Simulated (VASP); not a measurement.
# Ag (Fm-3m) in VASP: notebook, part 2 of 3

VASP 6.6.1. Earlier steps stand in the parts before.

### Step 3. Relaxation of cell and atoms, PBE, target pressure 10 GPa, at which the enthalpy is minimised

This run uses another cell than the first one, of 16.33 Å³/atom, 1.064 times its volume.

File INCAR:

```
SYSTEM = Ag
ALGO = Normal
EDIFF = 1E-7
EDIFFG = -0.008
ENCUT = 600
GGA = PE
IBRION = 2
ISIF = 3
ISMEAR = 0
LASPH = .TRUE.
LCHARG = .FALSE.
LREAL = .FALSE.
LWAVE = .FALSE.
NELM = 100
NSW = 70
PREC = Accurate
PSTRESS = 100.0
SIGMA = 0.1
```

File KPOINTS:

```
k-points
0
G
  18 18 18
  0 0 0
```

File POSCAR:

```
Ag
1.0
    0.0000000000      2.0134738218      2.0134738218
    2.0134738218      0.0000000000      2.0134738218
    2.0134738218      2.0134738218      0.0000000000
Ag
1
Direct
    0.0000000000      0.0000000000      0.0000000000
```

Potentials or basis: VASP PAW PBE potentials, release 64 (Ag).

Command:

```console
> cat potpaw_PBE.64/Ag/POTCAR > POTCAR
> mpirun -np 1 vasp_std > vasp.out
```

OUTCAR:

```text
SYSTEM = Ag
   EDIFF = 1E-7
   EDIFFG = -0.008
   ENCUT = 600
   GGA = PE
   IBRION = 2
   ISIF = 3
   ISMEAR = 0
   LASPH = .TRUE.
   LREAL = .FALSE.
   NELM = 100
   NSW = 70
   PREC = Accurate
   PSTRESS = 100.0

 ion  position               nearest neighbor table
   1  0.000  0.000  0.000-

  LATTYP: Found a face centered cubic cell.
 ALAT       =     4.0269476436

  Lattice vectors:

 A1 = (   0.0000000000,   2.0134738218,   2.0134738218)
 A2 = (   2.0134738218,   0.0000000000,   2.0134738218)
 A3 = (   2.0134738218,   2.0134738218,   0.0000000000)

Analysis of symmetry for initial positions (statically):
=====================================================================
 Subroutine PRICEL returns:
 Original cell was already a primitive cell.

 Routine SETGRP: Setting up the symmetry group for a
 face centered cubic supercell.

 Subroutine GETGRP returns: Found 48 space group operations
 (whereof 48 operations were pure point group operations)
 out of a pool of 48 trial point group operations.

The static configuration has the point symmetry O_h .

Analysis of symmetry for dynamics (positions and initial velocities):
=====================================================================
 Subroutine PRICEL returns:
 Original cell was already a primitive cell.

 Routine SETGRP: Setting up the symmetry group for a
 face centered cubic supercell.

 Subroutine GETGRP returns: Found 48 space group operations
 (whereof 48 operations were pure point group operations)
 out of a pool of 48 trial point group operations.

The dynamic configuration has the point symmetry O_h .

 Subroutine INISYM returns: Found 48 space group operations
 (whereof 48 operations are pure point group operations),
 and found     1 'primitive' translations

[... 123 lines left out ...]
 conjugate gradient relaxation of ions
 non-spin polarized calculation
 Gauss-broadening in eV      SIGMA  =   0.10
  energy-cutoff  :      600.00
  volume of cell :       16.33
 maximum number of plane-waves:       556
   NGX = 11   NGY = 11   NGZ = 11

--------------------------------------- Ionic step        1  -------------------------------------------

 number of electron      11.0000002 magnetization

 Free energy of the ion-electron system (eV)
  ---------------------------------------------------
  ext. energy  EPLUGINS =         0.00000000
  ---------------------------------------------------
  free energy    TOTEN  =        -2.67674402 eV

  energy without entropy =       -2.67578369  energy(sigma->0) =       -2.67626386

------------------------ aborting loop because EDIFF is reached ----------------------------------------

  FORCE on cell =-STRESS in cart. coord.  units (eV):
  Direction    XX          YY          ZZ          XY          YZ          ZX
  --------------------------------------------------------------------------------------
  -------------------------------------------------------------------------------------
  Total        1.0450330      1.0450330      1.0450330      0.0000000      0.0000000      0.0000000
  in kB      102.5587283    102.5587283    102.5587283      0.0000000      0.0000000      0.0000000
  external PRESSURE =       2.5587283 kB  Pullay stress =     100.0000000 kB
[... 61 lines left out ...]
--------------------------------------- Ionic step        3  -------------------------------------------

 number of electron      11.0000002 magnetization

 Free energy of the ion-electron system (eV)
  ---------------------------------------------------
  ext. energy  EPLUGINS =         0.00000000
  ---------------------------------------------------
  free energy    TOTEN  =        -2.67845475 eV

  energy without entropy =       -2.67749391  energy(sigma->0) =       -2.67797433

 E-fermi :   9.0054     XC(G=0): -12.4612

 val. band max:        8.9578522395   @ k =   0.5000   0.1667   0.0556
 cond. band min:       9.1593595412   @ k =   0.5000   0.3333   0.1111
 fundamental gap:      0.2015073017
 Fermi energy:         9.0054433550

 k-point     1 :       0.0000    0.0000    0.0000
  band No.  band energies     occupation
      1       0.9442      2.00000
      2       4.0627      2.00000
      3       4.0627      2.00000
      4       4.0627      2.00000
      5       5.1763      2.00000
      6       5.1763      2.00000
      7      25.1337      0.00000
      8      28.9606      0.00000
      9      28.9606      0.00000
[... 265 lines left out ...]
 k-point    24 :      -0.2222    0.0556    0.0000
  band No.  band energies     occupation
      1       2.4032      2.00000
      2       4.0591      2.00000
      3       4.3240      2.00000
      4       4.3384      2.00000
      5       5.1217      2.00000
      6       5.5133      2.00000
      7      20.9192      0.00000
      8      25.4890      0.00000
      9      28.1040      0.00000

 [... further k-points ...]

------------------------ aborting loop because EDIFF is reached ----------------------------------------

  FORCE on cell =-STRESS in cart. coord.  units (eV):
  Direction    XX          YY          ZZ          XY          YZ          ZX
  --------------------------------------------------------------------------------------
  -------------------------------------------------------------------------------------
  Total        1.0203455      1.0203455      1.0203455     -0.0000000      0.0000000     -0.0000000
  in kB       99.9701564     99.9701564     99.9701564     -0.0000000      0.0000000     -0.0000000
  external PRESSURE =      -0.0298436 kB  Pullay stress =     100.0000000 kB
[... 20 lines left out ...]
  energy  without entropy=       -2.6774939074  energy(sigma->0) =       -2.67797433

  enthalpy is  TOTEN    =        -1.6578046659 eV   P V=        1.0206500828

 reached required accuracy - stopping structural energy minimisation
```

Wall time 47 s (1 thread of Intel Xeon Platinum 8488C (Sapphire Rapids), shared host); peak memory 0.17 GiB.

What came out:

```
Free energy                                            : -2.6785 eV
Relaxed volume                                         : 16.35 Å³/atom
Relaxed cell                                           : a = 2.849 Å, b = 2.849 Å, c = 2.849 Å, α = 60.00°, β = 60.00°, γ = 60.00°
Space group after relaxing (to 0.05 Å)                 : Fm-3m (No. 225)
Energy change on relaxing (the enthalpy is what falls) : -1.7 meV/atom
Ionic steps                                            : 3
Pressure after relaxing                                : 10.0 GPa
```

The path:
```csv
step,energy change (eV),largest force (eV/Å),pressure (GPa),volume (Å³)
1,0.0000,0.0000,10.26,16.33
2,-0.0038,0.0000,9.70,16.39
3,-0.0017,0.0000,10.00,16.35
```

Final structure:
```
CELL_PARAMETERS angstrom
0.00000 2.01459 2.01459
2.01459 0.00000 2.01459
2.01459 2.01459 0.00000
ATOMIC_POSITIONS crystal
Ag 0.00000 0.00000 0.00000
```

Levels at points of the mesh, in eV from the Fermi level:
```
           k point  band 3  band 4  band 5  band 6  band 7  band 8  band 9
(0.00, 0.00, 0.00)   -4.94   -4.94   -3.83   -3.83   16.13   19.96   19.96
(0.50, 0.00, 0.00)   -4.97   -2.97   -2.97   -0.50    3.86   15.37   18.33
(0.50, 0.50, 0.00)   -3.01   -2.75   -2.75    1.59    7.10   10.90   10.90
```

Caveat: the cell is relaxed towards a set pressure, so the enthalpy falls and the energy may rise.

### Step 4. Relaxation of cell and atoms, PBE, target pressure 5 GPa, at which the enthalpy is minimised

This run uses another cell than the first one, of 16.97 Å³/atom, 1.106 times its volume.

File INCAR:

```
PREC     = Accurate       # precision mode
ENCUT    = 600            # plane-wave cutoff, eV
EDIFF    = 1E-6           # SCF threshold, eV
ISMEAR   = 0              # smearing method
SIGMA    = 0.1            # smearing width, eV
LREAL    = False          # projectors in reciprocal space
LASPH    = True           # aspherical terms in the spheres
NELM     = 60             # most SCF steps
ALGO     = Fast           # electronic algorithm
ISIF     = 3              # what is computed and relaxed
LWAVE    = False          # write WAVECAR
LCHARG   = False          # write CHGCAR
GGA      = PE             # functional
IBRION   = 2              # ionic algorithm
NSW      = 70             # ionic steps
EDIFFG   = -0.008         # ionic threshold
PSTRESS  = 50.0
```

File KPOINTS:

```
Automatic mesh
0
Gamma
  18 18 18
```

File POSCAR:

```
Ag
1.0
    0.0000000000      2.0397564208      2.0397564208
    2.0397564208      0.0000000000      2.0397564208
    2.0397564208      2.0397564208      0.0000000000
Ag
1
Direct
    0.0000000000      0.0000000000      0.0000000000
```

Potentials or basis: VASP PAW PBE potentials, release 64 (Ag).

Command:

```console
> cat potpaw_PBE.64/Ag/POTCAR > POTCAR
> mpirun -np 1 vasp_std > vasp.out
```

OUTCAR:

```text
PREC = Accurate
   ENCUT = 600
   EDIFF = 1E-6
   ISMEAR = 0
   LREAL = False
   LASPH = True
   NELM = 60
   ISIF = 3
   GGA = PE
   IBRION = 2
   NSW = 70
   EDIFFG = -0.008
   PSTRESS = 50.0

 ion  position               nearest neighbor table
   1  0.000  0.000  0.000-

  LATTYP: Found a face centered cubic cell.
 ALAT       =     4.0795128416

  Lattice vectors:

 A1 = (   0.0000000000,   2.0397564208,   2.0397564208)
 A2 = (   2.0397564208,   0.0000000000,   2.0397564208)
 A3 = (   2.0397564208,   2.0397564208,   0.0000000000)

Analysis of symmetry for initial positions (statically):
=====================================================================
 Subroutine PRICEL returns:
 Original cell was already a primitive cell.

[... 293 lines left out ...]
 cond. band min:       8.5946186906   @ k =   0.5000   0.3333   0.1111
 fundamental gap:      0.1738028415
 Fermi energy:         8.4576270373

 k-point     1 :       0.0000    0.0000    0.0000
  band No.  band energies     occupation
      1       0.6890      2.00000
      2       3.6664      2.00000
      3       3.6664      2.00000
      4       3.6664      2.00000
      5       4.7080      2.00000
      6       4.7080      2.00000
      7      24.5208      0.00000
      8      28.1239      0.00000
      9      28.1239      0.00000
[... 265 lines left out ...]
 k-point    24 :      -0.2222    0.0556    0.0000
  band No.  band energies     occupation
      1       2.1052      2.00000
      2       3.6756      2.00000
      3       3.9124      2.00000
      4       3.9318      2.00000
      5       4.6597      2.00000
      6       5.0290      2.00000
      7      20.0857      0.00000
      8      24.7500      0.00000
      9      27.1693      0.00000

 [... further k-points ...]

------------------------ aborting loop because EDIFF is reached ----------------------------------------

  FORCE on cell =-STRESS in cart. coord.  units (eV):
  Direction    XX          YY          ZZ          XY          YZ          ZX
  --------------------------------------------------------------------------------------
  -------------------------------------------------------------------------------------
  Total        0.5323094      0.5323094      0.5323094      0.0000000      0.0000000     -0.0000000
  in kB       50.2266476     50.2266476     50.2266476      0.0000000      0.0000000     -0.0000000
  external PRESSURE =       0.2266476 kB  Pullay stress =      50.0000000 kB
[... 20 lines left out ...]
  energy  without entropy=       -2.7068764240  energy(sigma->0) =       -2.70736526

  enthalpy is  TOTEN    =        -2.1779467755 eV   P V=        0.5299073265

 reached required accuracy - stopping structural energy minimisation
```

OSZICAR:

```text
N       E                     dE             d eps       ncg     rms          rms(c)
DAV:   1     0.498679789839E+02    0.49868E+02   -0.62929E+03  3566   0.125E+03
[... 22 lines left out ...]
RMM:   3    -0.270798158964E+01    0.12324E-04   -0.29552E-05  3510   0.730E-02    0.354E-02
RMM:   4    -0.270798094983E+01    0.63981E-06   -0.59429E-06  3497   0.307E-02
   3 F= -.21779471E+01 E0= -.21774581E+01  d E =-.124102E-05
       N       E                     dE             d eps       ncg     rms          rms(c)
DAV:   1    -0.270786285735E+01    0.11873E-03   -0.14923E-04  3792   0.153E-01    0.192E-02
RMM:   2    -0.270785406320E+01    0.87941E-05   -0.17865E-05  3501   0.484E-02    0.537E-03
RMM:   3    -0.270785410196E+01   -0.38757E-07   -0.44753E-07  1779   0.866E-03
   4 F= -.21779468E+01 E0= -.21774579E+01  d E =-.961673E-06
```

CONTCAR:

```text
Ag
   1.00000000000000
     0.0000000000000000    2.0400313219974602    2.0400313219974602
     2.0400313219974602    0.0000000000000000    2.0400313219974602
     2.0400313219974602    2.0400313219974602    0.0000000000000000
  Ag
     1
Direct
     0.0000000000000000    0.0000000000000000    0.0000000000000000

  0.00000000E+00  0.00000000E+00  0.00000000E+00
```

It took 42 s on 1 thread of Intel Xeon Platinum 8488C (Sapphire Rapids), shared host; peak memory 0.18 GiB.

Results:

```
Free energy                                            : -2.7079 eV
Relaxed volume                                         : 16.98 Å³/atom
Relaxed cell                                           : a = 2.885 Å, b = 2.885 Å, c = 2.885 Å, α = 60.00°, β = 60.00°, γ = 60.00°
Space group after relaxing (to 0.05 Å)                 : Fm-3m (No. 225)
Energy change on relaxing (the enthalpy is what falls) : -0.2 meV/atom
Ionic steps                                            : 4
Pressure after relaxing                                : 5.0 GPa
```

Step by step:
| step | energy change (eV) | largest force (eV/Å) | pressure (GPa) | volume (Å³) |
| --- | --- | --- | --- | --- |
| 1 | 0.0000 | 0.0000 | 5.18 | 16.97 |
| 2 | -0.0014 | 0.0000 | 4.74 | 17.02 |
| 3 | -0.0003 | 0.0000 | 4.90 | 16.98 |
| 4 | -0.0002 | 0.0000 | 5.02 | 16.98 |

Final structure:
```
Ag
1.0
     0.00000    2.04003    2.04003
     2.04003    0.00000    2.04003
     2.04003    2.04003    0.00000
Ag
1
Direct
  0.00000 0.00000 0.00000
```

Levels at points of the mesh, in eV from the Fermi level:
```tsv
k point	band 3	band 4	band 5	band 6	band 7	band 8	band 9
(0.00, 0.00, 0.00)	-4.79	-4.79	-3.75	-3.75	16.06	19.67	19.67
(0.50, 0.00, 0.00)	-4.81	-2.95	-2.95	-0.38	3.66	15.30	17.95
(0.50, 0.50, 0.00)	-2.98	-2.74	-2.74	1.63	6.80	10.72	10.72
```

Caveat: the cell is relaxed towards a set pressure, so the enthalpy falls and the energy may rise.

(Continued in part 3 of 3.)
